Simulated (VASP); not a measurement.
A run of VASP 6.6.1 is set up as follows.

File INCAR:

```
SYSTEM = TaAs
PREC     = Accurate       ! precision mode
ENCUT    = 600            ! plane-wave cutoff, eV
EDIFF    = 1E-6           ! SCF threshold, eV
ISMEAR   = 0              ! smearing method
SIGMA    = 0.1            ! smearing width, eV
LREAL    = .False.        ! projectors in reciprocal space
LASPH    = .True.         ! aspherical terms in the spheres
NELM     = 80             ! most SCF steps
ALGO     = Fast           ! electronic algorithm
ISIF     = 4              ! what is computed and relaxed
LWAVE    = .False.        ! write WAVECAR
LCHARG   = .False.        ! write CHGCAR
GGA      = PS             ! functional
IBRION   = 2              ! ionic algorithm
NSW      = 50             ! ionic steps
EDIFFG   = -0.01          ! ionic threshold
KPAR     = 4
```

KPOINTS

```
regular mesh
0
Gamma
  18 18 18
  0 0 0
```

Contents of POSCAR:

```
TaAs
1.0
   -1.7635832371      1.7635832371      6.0195405597
    1.7635832371     -1.7635832371      6.0195405597
    1.7635832371      1.7635832371     -6.0195405597
Ta As
2 2
Direct
    0.4999436533      0.9999436533      0.5000000000
    0.7499436533      0.7499436533      0.0000000000
    0.0826557667      0.5826557667      0.5000000000
    0.3326557667      0.3326557667      0.0000000000
```

Potentials or basis: VASP PAW PBE potentials, release 64 (Ta_pv, As).

Launch:

```console
$ cat potpaw_PBE.64/Ta_pv/POTCAR potpaw_PBE.64/As/POTCAR > POTCAR
$ mpirun -np 4 vasp_std > vasp.out
```

Predict the band gap on the k mesh.

zero (bands 16 and 17 overlap by 0.05 eV).

Final structure:
```yaml
crystal:
  lattice:
    - [-1.76025, 1.76025, 6.04235]
    - [1.76025, -1.76025, 6.04235]
    - [1.76025, 1.76025, -6.04235]
  atoms:
    - { symbol: Ta, position: [0.49979, 0.99979, 0.50000] }
    - { symbol: Ta, position: [0.74979, 0.74979, 0.00000] }
    - { symbol: As, position: [0.08281, 0.58281, 0.50000] }
    - { symbol: As, position: [0.33281, 0.33281, 0.00000] }
```

Caveat: spin-orbit coupling is left out, which moves the levels of the heavy elements.
